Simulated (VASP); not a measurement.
FeH2O, 4 atoms in the cell. Symmetry: P4/mmm, No. 123, tetragonal system. The conventional cell has a = 3.756 Å, b = 3.756 Å, c = 3.756 Å, α = 90.00°, β = 90.00°, γ = 90.00°. Within 2.5 Å of Fe (site symmetry 4/mmm) lie 4 H at 1.88 Å and 2 O at 1.88 Å. H (site symmetry mmm) has 2 Fe at 1.88 Å within 2.5 Å. O (site symmetry 4/mmm) has 2 Fe at 1.88 Å within 2.5 Å. 

| Property | Result |
| --- | --- |
| Program | VASP 6.6.1 |
| Task | single point |
| Functional | PBE |
| Potentials or basis | VASP PAW PBE potentials, release 64 (Fe, H, O) |
| Cutoff | 520 eV |
| k mesh | 4 × 4 × 4 |
| Occupations | gaussian, width 0.1 eV |
| Spin | collinear spin, ferromagnetic start |
| Starting moments | [4.0, 0.0, 0.0, 0.0] μB |
| Dipole correction | no |
| Further INCAR settings | ALGO = Normal; EDIFF = 1e-07; NBANDS = 20 |

Potentials or basis: VASP PAW PBE potentials, release 64 (Fe, H, O).

The run is started by

```console
$ cat potpaw_PBE.64/Fe/POTCAR potpaw_PBE.64/H/POTCAR potpaw_PBE.64/O/POTCAR > POTCAR
$ mpirun -np 1 vasp_std > vasp.out
```

Hardware: 1 thread of AMD EPYC 9R45 96-Core Processor (Zen 5), on a shared host.

Task: How long does it take, and how much memory?

Result: Run time: 25 s on 1 thread of AMD EPYC 9R45 96-Core Processor (Zen 5), on a shared host, peak memory 0.16 GiB. Counts: scf iterations 20, k points 18.
